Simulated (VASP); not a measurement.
# CuSn4 (I4/m) in VASP: single point with PBE

Aim: the single point of CuSn4 with PBE.

Everything below comes from runs of VASP 6.6.1. Logs are shortened: lines on timing, memory, paths and dates and some standing lists are left out, and cuts for length are marked.

## (1) The cell of the first run

It takes space group I4/m (No. 87, tetragonal). Conventional cell: a = 8.552 Å, b = 8.552 Å, c = 3.364 Å, α = 90.00°, β = 90.00°, γ = 90.00°. Cu (site symmetry 4/m) has 8 Sn at 2.86 Å and 2 Cu at 3.36 Å within 3.8 Å. Sn (site symmetry m) has 2 Cu at 2.86 Å and 8 Sn at 3.26 to 3.36 Å within 3.8 Å.

## (2) Single point, PBE

File INCAR:

```
ALGO = Fast
EDIFF = 1E-7
ENCUT = 520
GGA = PE
ISIF = 2
ISMEAR = 0
LASPH = True
LCHARG = False
LREAL = False
LUSENCCL = False
LWAVE = False
NBANDS = 42
NELM = 100
PREC = Accurate
SIGMA = 0.1
```

File KPOINTS:

```
k-points
0
Gamma
  10 10 10
```

File POSCAR:

```
CuSn4
1.0
   -4.2761534247      4.2761534247      1.6819384170
    4.2761534247     -4.2761534247      1.6819384170
    4.2761534247      4.2761534247     -1.6819384170
Cu Sn
1 4
Direct
    0.0000000000      0.0000000000      0.0000000000
    0.2343127454      0.5475121543      0.7818248998
    0.7656872546      0.4524878457      0.2181751002
    0.4524878457      0.2343127454      0.6868005911
    0.5475121543      0.7656872546      0.3131994089
```

Potentials or basis: VASP PAW PBE potentials, release 64 (Cu, Sn_d).

Started as:

```sh
cat potpaw_PBE.64/Cu/POTCAR potpaw_PBE.64/Sn_d/POTCAR > POTCAR
mpirun -np 1 vasp_std > vasp.out
```

OUTCAR:

```text
EDIFF = 1E-7
   ENCUT = 520
   GGA = PE
   ISIF = 2
   ISMEAR = 0
   LASPH = True
   LREAL = False
   NELM = 100
   PREC = Accurate

 ion  position               nearest neighbor table
   1  0.000  0.000  0.000-   2 2.86   3 2.86   3 2.86   2 2.86   4 2.86   5 2.86   5 2.86   4 2.86

   2  0.234  0.548  0.782-   1 2.86   1 2.86   5 3.26   4 3.26   4 3.35   4 3.35   5 3.35   5 3.35

   3  0.766  0.452  0.218-   1 2.86   1 2.86   4 3.26   5 3.26   5 3.35   5 3.35   4 3.35   4 3.35

   4  0.452  0.234  0.687-   1 2.86   1 2.86   3 3.26   2 3.26   2 3.35   2 3.35   3 3.35   3 3.35

   5  0.548  0.766  0.313-   1 2.86   1 2.86   2 3.26   3 3.26   3 3.35   3 3.35   2 3.35   2 3.35

  LATTYP: Found a body centered tetragonal cell.
 ALAT       =     8.5523068494
 C/A-ratio  =     0.3933297639

  Lattice vectors:

 A1 = (  -4.2761534247,   4.2761534247,   1.6819384170)
 A2 = (   4.2761534247,  -4.2761534247,   1.6819384170)
 A3 = (   4.2761534247,   4.2761534247,  -1.6819384170)

Analysis of symmetry for initial positions (statically):
=====================================================================
 Subroutine PRICEL returns:
 Original cell was already a primitive cell.

 Routine SETGRP: Setting up the symmetry group for a
 body centered tetragonal supercell.

 Subroutine GETGRP returns: Found  8 space group operations
 (whereof  8 operations were pure point group operations)
 out of a pool of 16 trial point group operations.

The static configuration has the point symmetry C_4h.

Analysis of symmetry for dynamics (positions and initial velocities):
=====================================================================
 Subroutine PRICEL returns:
 Original cell was already a primitive cell.

 Routine SETGRP: Setting up the symmetry group for a
 body centered tetragonal supercell.

 Subroutine GETGRP returns: Found  8 space group operations
 (whereof  8 operations were pure point group operations)
 out of a pool of 16 trial point group operations.

The dynamic configuration has the point symmetry C_4h.

 Subroutine INISYM returns: Found  8 space group operations
 (whereof  8 operations are pure point group operations),
 and found     1 'primitive' translations

----------------------------------------------------------------------------------------

                                     Primitive cell

  volume of cell :     123.0203

  direct lattice vectors                    reciprocal lattice vectors
    -4.276153425  4.276153425  1.681938417     0.000000000  0.116927516  0.297276045
     4.276153425 -4.276153425  1.681938417     0.116927516  0.000000000  0.297276045
     4.276153425  4.276153425 -1.681938417     0.116927516  0.116927516  0.000000000

  length of vectors
     6.276933412  6.276933412  6.276933412     0.319444973  0.319444973  0.165360480

  position of ions in fractional coordinates (direct lattice)
     0.000000000  0.000000000  0.000000000
     0.234312745  0.547512154  0.781824900
     0.765687255  0.452487846  0.218175100
     0.452487846  0.234312745  0.686800591
     0.547512154  0.765687255  0.313199409

  ion indices of the primitive-cell ions
   primitive index   ion index
                 1           1
                 2           2
                 3           3
                 4           4
                 5           5

----------------------------------------------------------------------------------------

 KPOINTS: k-points

Automatic generation of k-mesh.
 Grid dimensions read from file:
 generate k-points for:   10   10   10

 Generating k-lattice:

  Cartesian coordinates                     Fractional coordinates (reciprocal lattice)
     0.000000000  0.011692752  0.029727604     0.100000000  0.000000000 -0.000000000
     0.011692752  0.000000000  0.029727604     0.000000000  0.100000000 -0.000000000
     0.011692752  0.011692752  0.000000000     0.000000000  0.000000000  0.100000000

  Length of vectors
     0.031944497  0.031944497  0.016536048

  Shift w.r.t. Gamma in fractional coordinates (k-lattice)
     0.000000000  0.000000000  0.000000000

 Subroutine IBZKPT returns following result:
 ===========================================

 Found    144 irreducible k-points:

 Following reciprocal coordinates:
            Coordinates               Weight
  0.000000  0.000000  0.000000      1.000000
  0.100000  0.000000  0.000000      8.000000
  0.200000  0.000000  0.000000      8.000000
  0.300000  0.000000  0.000000      8.000000
  0.400000  0.000000  0.000000      8.000000
  0.500000  0.000000  0.000000      4.000000
[... 16 lines left out ...]
  0.200000  0.200000  0.000000      8.000000
  0.300000  0.200000  0.000000      8.000000
 [... further k-points ...]
   k-points           NKPTS =    144   k-points in BZ     NKDIM =    144   number of bands    NBANDS=     42
   number of dos      NEDOS =    301   number of ions     NIONS =      5
   total plane-waves  NPLWV = 110592
   dimension x,y,z NGX =    48 NGY =   48 NGZ =   48
   dimension x,y,z NGXF=    96 NGYF=   96 NGZF=   96
   ions per type =               1   4
   NGX,Y,Z   is equivalent  to a cutoff of  12.71, 12.71, 12.71 a.u.
   NGXF,Y,Z  is equivalent  to a cutoff of  25.43, 25.43, 25.43 a.u.
 SYSTEM =  unknown system
   PREC   = accura    normal or accurate (medium, high low for compatibility)
   ISTART =      0    job   : 0-new  1-cont  2-samecut
   ICHARG =      2    charge: 1-file 2-atom 10-const
   ISPIN  =      1    spin polarized calculation?
   LNONCOLLINEAR =      F non collinear calculations
   LSORBIT =      F    spin-orbit coupling
   LASPH  =      T    aspherical Exc in radial PAW
   ENCUT  =  520.0 eV  38.22 Ry    6.18 a.u.  11.67 11.67 11.67*2*pi/ulx,y,z
   NELM   =    100;   NELMIN=  2; NELMDL= -5     # of ELM steps
   EDIFF  = 0.1E-06   stopping-criterion for ELM
   LREAL  =      F    real-space projection
   EDIFFG = 0.1E-05   stopping-criterion for IOM
   NSW    =      0    number of steps for IOM
   IBRION =     -1    ionic relax: 0-MD 1-quasi-New 2-CG
   NFREE  =      0    steps in history (QN), initial steepest desc. (CG)
   ISIF   =      2    stress and relaxation
   ISYM   =      2    0-nonsym 1-usesym 2-fastsym
   POTIM  = 0.5000    time-step for ionic-motion
   TEBEG  =    0.0;   TEEND  =   0.0 temperature during run
   PSTRESS=    0.0 pullay stress
   NELECT =      67.0000    total number of electrons
   NUPDOWN=      -1.0000    fix difference up-down
   EMIN   =  10.00;   EMAX   =-10.00  energy-range for DOS
   EFERMI =   0.00;   METHOD = LEGACY
   ISMEAR =     0;   SIGMA  =   0.10  broadening in eV -4-tet -1-fermi 0-gaus
   EFERMI_NEDOS =   21; number of points for ismear=-14 and -15
   IALGO  =     68    algorithm
   IMIX   =      4    mixing-type and parameters
     AMIX     =   0.40;   BMIX     =  1.00
     AMIX_MAG =   1.60;   BMIX_MAG =  1.00
  volume/ion in A,a.u.               =      24.60       166.04
  Fermi-wavevector in a.u.,A,eV,Ry     =   1.336927  2.526425 24.318681  1.787373
  Thomas-Fermi vector in A             =   2.465515
   LORBIT       =      0    0 simple, 1 ext, 2 COOP (PROOUT), +10 PAW based schemes
   GGA     = PE    functional components
   LHFCALC =     F    Hartree Fock is set to
   AEXX    =    0.0000 exact exchange contribution
   IVDW    =     0    specifies the selected vdW correction
   LEPSILON=     F    determine dielectric tensor
   LRPA    =     F    only Hartree local field effects (RPA)
 non-spin polarized calculation
 RMM-DIIS sequential band-by-band and
 Gauss-broadening in eV      SIGMA  =   0.10
  energy-cutoff  :      520.00
  volume of cell :      123.02
 maximum number of plane-waves:      3367
   NGX = 23   NGY = 23   NGZ = 23

 number of electron      67.0000025 magnetization

 Free energy of the ion-electron system (eV)
  ---------------------------------------------------
  ext. energy  EPLUGINS =         0.00000000
  ---------------------------------------------------
  free energy    TOTEN  =       -18.65139673 eV

  energy without entropy =      -18.63838813  energy(sigma->0) =      -18.64489243

 E-fermi :   7.7839     XC(G=0): -10.4859

 val. band max:        7.7788070399   @ k =   0.5000   0.3000   0.1000
 cond. band min:       7.7845525903   @ k =  -0.1000   0.3000   0.0000
 fundamental gap:      0.0057455503
 Fermi energy:         7.7838914513

 k-point     1 :       0.0000    0.0000    0.0000
  band No.  band energies     occupation
      1     -13.7445      2.00000
      2     -13.7298      2.00000
      3     -13.7298      2.00000
      4     -13.7225      2.00000
      5     -13.7131      2.00000
      6     -13.6895      2.00000
[... 34 lines left out ...]
     41      13.9205      0.00000
     42      14.7394      0.00000

 k-point     2 :       0.1000    0.0000    0.0000
  band No.  band energies     occupation
      1     -13.7425      2.00000
      2     -13.7221      2.00000
      3     -13.7204      2.00000
      4     -13.7128      2.00000
      5     -13.6984      2.00000
      6     -13.6865      2.00000
[... 34 lines left out ...]
     41      14.6321      0.00000
     42      16.8399      0.00000

 k-point     3 :       0.2000    0.0000    0.0000
  band No.  band energies     occupation
      1     -13.7384      2.00000
      2     -13.7117      2.00000
      3     -13.7025      2.00000
      4     -13.6966      2.00000
      5     -13.6762      2.00000
      6     -13.6737      2.00000
[... 34 lines left out ...]
     41      14.6310      0.00000
     42      14.8519      0.00000

 k-point     4 :       0.3000    0.0000    0.0000
  band No.  band energies     occupation
      1     -13.7359      2.00000
      2     -13.7162      2.00000
      3     -13.7028      2.00000
      4     -13.6961      2.00000
      5     -13.6890      2.00000
      6     -13.6788      2.00000
[... 844 lines left out ...]
     41      14.0133      0.00000
     42      15.2751      0.00000

 k-point    23 :       0.2000    0.2000    0.0000
  band No.  band energies     occupation
      1     -13.7388      2.00000
      2     -13.7235      2.00000
      3     -13.7156      2.00000
      4     -13.7064      2.00000
      5     -13.6934      2.00000
      6     -13.6810      2.00000
[... 34 lines left out ...]
     41      12.5845      0.00000
     42      13.2572      0.00000

 k-point    24 :       0.3000    0.2000    0.0000
  band No.  band energies     occupation
      1     -13.7404      2.00000
      2     -13.7271      2.00000
      3     -13.7248      2.00000
      4     -13.7098      2.00000
      5     -13.6988      2.00000
      6     -13.6904      2.00000
[... 34 lines left out ...]
     41      11.7296      0.00000
     42      13.4870      0.00000

 [... further k-points ...]
[... 5 lines left out ...]
  --------------------------------------------------------------------------------------
  -------------------------------------------------------------------------------------
  Total       -0.0011634     -0.0011634     -0.0142834      0.0000002     -0.0000000     -0.0000000
  in kB       -0.0151522     -0.0151522     -0.1860230      0.0000021     -0.0000000     -0.0000000
  external PRESSURE =      -0.0721091 kB  Pullay stress =       0.0000000 kB

 VOLUME and BASIS-vectors are now :
 -----------------------------------------------------------------------------
  energy-cutoff  :      520.00
  volume of cell :      123.02
      direct lattice vectors                 reciprocal lattice vectors
    -4.276153425  4.276153425  1.681938417     0.000000000  0.116927516  0.297276045
     4.276153425 -4.276153425  1.681938417     0.116927516  0.000000000  0.297276045
     4.276153425  4.276153425 -1.681938417     0.116927516  0.116927516  0.000000000

 POSITION                                       TOTAL-FORCE (eV/Angst)
 -----------------------------------------------------------------------------------
      0.00000      0.00000      0.00000         0.000000     -0.000000     -0.000000
      4.68249      2.00391     -0.00000         0.000242     -0.014369      0.000000
     -0.40634      2.27224      1.68194        -0.000242      0.014369     -0.000000
      2.00391      3.86981     -0.00000        -0.014369     -0.000242     -0.000000
      2.27224      0.40634      1.68194         0.014369      0.000242      0.000000
 -----------------------------------------------------------------------------------
    total drift:                               -0.000000     -0.000000      0.000000

  FREE ENERGIE OF THE ION-ELECTRON SYSTEM (eV)
  ---------------------------------------------------
  free  energy   TOTEN  =       -18.6513967292 eV

  energy  without entropy=      -18.6383881289  energy(sigma->0) =      -18.64489243
```

Run time: 17 min. Hardware: 1 × NVIDIA H100 80GB with 1 thread of Intel Xeon Platinum 8481C at 2.70GHz (Sapphire Rapids), shared host; peak memory 1.7 GiB.

What came out:

| Quantity | Value |
| --- | --- |
| Free energy | -18.6514 eV |
| Pressure | 0.0 GPa |
| Largest force | 0.014 eV/Å |

Forces in eV/Å, atoms in the order of the input:
```
Cu   0.000  0.000  0.000
Sn   0.000 -0.014  0.000
Sn   0.000  0.014  0.000
Sn  -0.014  0.000  0.000
Sn   0.014  0.000  0.000
```

Levels at points of the mesh, in eV from the Fermi level:
| k point | band 31 | band 32 | band 33 | band 34 | band 35 | band 36 |
| --- | --- | --- | --- | --- | --- | --- |
| (0.00, 0.00, 0.00) | -2.06 | -2.06 | -1.96 | 1.08 | 4.49 | 4.50 |
| (0.50, 0.00, 0.00) | -2.60 | -2.47 | -1.40 | -0.35 | 0.27 | 0.64 |
| (0.50, 0.50, 0.00) | -2.77 | -0.76 | -0.10 | 2.64 | 2.71 | 3.45 |
| (0.50, 0.50, 0.50) | -0.15 | -0.15 | 0.59 | 0.61 | 0.61 | 1.22 |

Caveat: spin-orbit coupling is left out, which moves the levels of the heavy elements.
